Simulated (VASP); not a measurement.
# Si7O16 (a cell with a defect) in VASP: further runs, part 4 of 4

VASP 6.6.1. Earlier steps stand in the parts before.

## Step 7: Single point, PBE

Contents of INCAR:

```
PREC = Accurate
ENCUT = 520
EDIFF = 1E-7
ISMEAR = 0
SIGMA = 0.02
LREAL = Auto
LASPH = True
NELM = 100
ALGO = Normal
ISIF = 2
LWAVE = False
LCHARG = True
GGA = PE
LELF = True
LVHAR = True
NBANDS = 79
```

Contents of KPOINTS:

```
Automatic mesh
0
Gamma
  2 2 2
```

Contents of POSCAR:

```
Si7O16
1.0
   -4.1501000000     -4.1501000000      0.0000000000
    4.1501000000     -4.1501000000      0.0000000000
    0.0000000000      0.0000000000      5.3150000000
Si O
7 16
Direct
    0.4995015783      0.4993974844     -0.0018075259
   -0.0006045637      0.4993877256      0.2496873001
    0.4995024216      0.4994053155      0.5012137347
   -0.0005015542      0.4993502566      0.7496936971
    0.4995566372     -0.0005925158      0.2497091251
   -0.0005191441     -0.0006123949      0.2497170273
    0.4995539867     -0.0005990217      0.7497098777
    0.2000666249      0.4993654370     -0.0062402634
   -0.0003172213      0.2439303872      0.2497922860
    0.7989424351      0.4993633888     -0.0061909690
   -0.0003286668      0.7548454254      0.2496536218
    0.2000708417      0.4993997735      0.5056428975
   -0.0004295077      0.2100567456      0.7497510818
    0.7989391822      0.4993962796      0.5055924741
   -0.0004314354      0.7886454543      0.7496713076
    0.7013932194     -0.0005970940      0.0094201317
    0.4995084456      0.6918544131      0.2496989652
    0.2977740295     -0.0005939616      0.0093905927
    0.4995107347      0.3069476639      0.2497070555
    0.7013924966     -0.0006050457      0.4899986830
    0.4995333847      0.6970373003      0.7497100659
    0.2977747524     -0.0006048047      0.4900291627
    0.4995348305      0.3017627286      0.7497002822
```

Potentials or basis: VASP PAW PBE potentials, release 64 (Si, O).

Command:

```bash
$ cat potpaw_PBE.64/Si/POTCAR potpaw_PBE.64/O/POTCAR > POTCAR
$ mpirun -np 1 vasp_std > vasp.out
```

OUTCAR:

```text
PREC = Accurate
   ENCUT = 520
   EDIFF = 1E-7
   ISMEAR = 0
   LREAL = Auto
   LASPH = True
   NELM = 100
   ISIF = 2
   GGA = PE

 ion  position               nearest neighbor table
   1  0.500  0.499  0.998-  17 1.75  19 1.75   8 1.76  10 1.76  21 1.76  23 1.76   3 2.64   3 2.67

   2  0.999  0.499  0.250-   9 1.50  11 1.50  10 1.80  14 1.80   8 1.80  12 1.80   4 2.66   4 2.66
                             6 2.93   6 2.93
   3  0.500  0.499  0.501-  19 1.75  17 1.75  12 1.76  14 1.76  21 1.76  23 1.76   1 2.64   1 2.67

   4  0.999  0.499  0.750-  13 1.70  15 1.70  12 1.75   8 1.75  14 1.75  10 1.75   2 2.66   2 2.66

   5  0.500  0.999  0.250-  18 1.74  22 1.74  20 1.74  16 1.74  19 1.80  17 1.81   7 2.66   7 2.66
                             6 2.93   6 2.94
   6  0.999  0.999  0.250-  11 1.44   9 1.44  20 2.17  16 2.17  22 2.17  18 2.17   5 2.93   2 2.93
                             2 2.93   5 2.94
   7  0.500  0.999  0.750-  23 1.77  21 1.77  22 1.82  18 1.82  16 1.82  20 1.82   5 2.66   5 2.66

   8  0.200  0.499  0.994-   4 1.75   1 1.76   2 1.80
   9  1.000  0.244  0.250-   6 1.44   2 1.50
  10  0.799  0.499  0.994-   4 1.75   1 1.76   2 1.80
  11  1.000  0.755  0.250-   6 1.44   2 1.50
[... 233 lines left out ...]
      2     -14.1103      2.00000
      3     -13.3103      2.00000
      4     -13.2022      2.00000
      5     -12.8287      2.00000
      6     -12.7621      2.00000
[... 605 lines left out ...]
     73      17.6815      0.00000
     74      18.0184      0.00000
 [bands above 74 left out]

------------------------ aborting loop because EDIFF is reached ----------------------------------------

  FORCE on cell =-STRESS in cart. coord.  units (eV):
  Direction    XX          YY          ZZ          XY          YZ          ZX
  --------------------------------------------------------------------------------------
  -------------------------------------------------------------------------------------
  Total       41.3119627     41.3206276     16.3681924    -28.9096951     -0.0017533     -0.0035992
  in kB      361.5230761    361.5989030    143.2388798   -252.9902046     -0.0153431     -0.0314971
  external PRESSURE =     288.7869530 kB  Pullay stress =       0.0000000 kB

 VOLUME and BASIS-vectors are now :
 -----------------------------------------------------------------------------
  energy-cutoff  :      520.00
  volume of cell :      183.08
      direct lattice vectors                 reciprocal lattice vectors
    -4.150100000 -4.150100000  0.000000000    -0.120479025 -0.120479025  0.000000000
     4.150100000 -4.150100000  0.000000000     0.120479025 -0.120479025  0.000000000
     0.000000000  0.000000000  5.315000000     0.000000000  0.000000000  0.188146754

 POSITION                                       TOTAL-FORCE (eV/Angst)
 -----------------------------------------------------------------------------------
     -0.00043     -4.14553      5.30539        -0.000277     -0.000285     -0.016347
     -2.07508     -6.22010      1.32709         0.001335      0.000102      0.000111
     -0.00040     -4.14557      2.66395         0.000147     -0.000776      0.016732
     -2.07566     -6.22037      3.98462        -0.000789     -0.000053      0.000056
      2.07443     -6.22085      1.32720         0.001009      0.001146      0.000536
     -0.00039     -8.29550      1.32725         0.014010      0.012345     -0.000232
[... 15 lines left out ...]
      2.91180     -5.38338      2.60450         0.022117      0.023044      0.003256
     -0.82077     -3.32547      3.98466        -0.007794      0.008016      0.000102
 -----------------------------------------------------------------------------------
    total drift:                                0.002265     -0.015983      0.006783

  FREE ENERGIE OF THE ION-ELECTRON SYSTEM (eV)
  ---------------------------------------------------
  free  energy   TOTEN  =      -158.5215508752 eV

  energy  without entropy=     -158.5158914180  energy(sigma->0) =     -158.51872115
```

OSZICAR:

```text
N       E                     dE             d eps       ncg     rms          rms(c)
DAV:   1     0.690495696173E+03    0.69050E+03   -0.70603E+04  1264   0.154E+03
DAV:   2    -0.134784374769E+03   -0.82528E+03   -0.80559E+03  1496   0.345E+02
DAV:   3    -0.175374877702E+03   -0.40591E+02   -0.40174E+02  1496   0.783E+01
[... 20 lines left out ...]
DAV:  24    -0.158521551800E+03    0.67432E-05   -0.99992E-06  1536   0.899E-03    0.172E-02
DAV:  25    -0.158521551344E+03    0.45680E-06   -0.23487E-06  1480   0.527E-03    0.902E-03
DAV:  26    -0.158521551232E+03    0.11181E-06   -0.46230E-07  1024   0.223E-03    0.651E-03
DAV:  27    -0.158521550959E+03    0.27317E-06   -0.27955E-07  1072   0.220E-03    0.397E-03
DAV:  28    -0.158521550875E+03    0.83306E-07   -0.22019E-07   904   0.188E-03
   1 F= -.15852155E+03 E0= -.15851872E+03  d E =-.565946E-02
```

stdout:

```text
POSCAR found type information on POSCAR SiO
 POSCAR found :  2 types and      23 ions
 scaLAPACK will be used
 LDA part: xc-table for (Slater+PW92), standard interpolation
 POSCAR, INCAR and KPOINTS ok, starting setup
 FFT: planning ... GRIDC
 FFT: planning ... GRID_SOFT
 FFT: planning ... GRID
 WAVECAR not read
 entering main loop
```

It took 13 min on 1 thread of AMD EPYC 7R43 (Zen 3), shared host; peak memory 0.27 GiB.

What came out:

| Quantity | Value |
| --- | --- |
| Free energy | -158.5216 eV |
| Pressure | 28.9 GPa |
| Largest force | 0.087 eV/Å |
| Band gap on the k mesh | zero (band 62 reaches 6.72 eV, above the bottom of band 63 at 6.55 eV) |

Forces in eV/Å, atoms in the order of the input:
```
Si   0.000  0.000 -0.016
Si   0.001  0.000  0.000
Si   0.000 -0.001  0.017
Si  -0.001  0.000  0.000
Si   0.001  0.001  0.001
Si   0.014  0.012  0.000
Si   0.001  0.000  0.000
O    0.003  0.004  0.004
O   -0.022  0.012  0.002
O   -0.004 -0.004  0.005
O    0.013 -0.022 -0.002
O    0.003  0.003 -0.003
O   -0.060  0.061  0.000
O   -0.003 -0.004 -0.005
O    0.060 -0.062 -0.002
O   -0.026 -0.025  0.003
O    0.014 -0.013 -0.001
O    0.023  0.024 -0.003
O   -0.014  0.015  0.000
O   -0.025 -0.024 -0.003
O    0.007 -0.006 -0.002
O    0.022  0.023  0.003
O   -0.008  0.008  0.000
```

Stress tensor (GPa, compression positive):
```
 36.15 -25.30   0.00
-25.30  36.16   0.00
  0.00   0.00  14.32
```

Levels at points of the mesh, in eV from the Fermi level:
| k point | band 59 | band 60 | band 61 | band 62 | band 63 | band 64 | band 65 | band 66 |
| --- | --- | --- | --- | --- | --- | --- | --- | --- |
| (0.00, 0.00, 0.00) | -0.59 | -0.05 | 0.02 | 0.06 | 0.11 | 0.70 | 4.89 | 7.21 |
| (0.50, 0.00, 0.00) | -0.54 | -0.42 | -0.13 | -0.11 | -0.01 | 0.04 | 6.33 | 6.60 |
| (0.00, 0.50, 0.00) | -0.87 | -0.43 | -0.21 | -0.13 | 0.01 | 0.22 | 5.48 | 7.55 |
| (0.50, 0.50, 0.00) | -0.14 | -0.12 | -0.11 | 0.07 | 0.08 | 0.09 | 6.67 | 6.88 |
| (0.00, 0.00, 0.50) | -0.66 | -0.28 | -0.23 | -0.03 | -0.01 | 0.07 | 5.88 | 7.22 |
| (0.50, 0.00, 0.50) | -0.35 | -0.27 | -0.10 | -0.07 | 0.11 | 0.33 | 6.89 | 8.09 |
| (0.00, 0.50, 0.50) | -0.52 | -0.30 | -0.26 | -0.11 | 0.13 | 0.14 | 5.93 | 7.36 |
| (0.50, 0.50, 0.50) | -0.48 | -0.46 | -0.31 | -0.22 | -0.10 | 0.01 | 7.04 | 8.41 |

Caveat: the k points lie up to 0.59 Å⁻¹ apart.
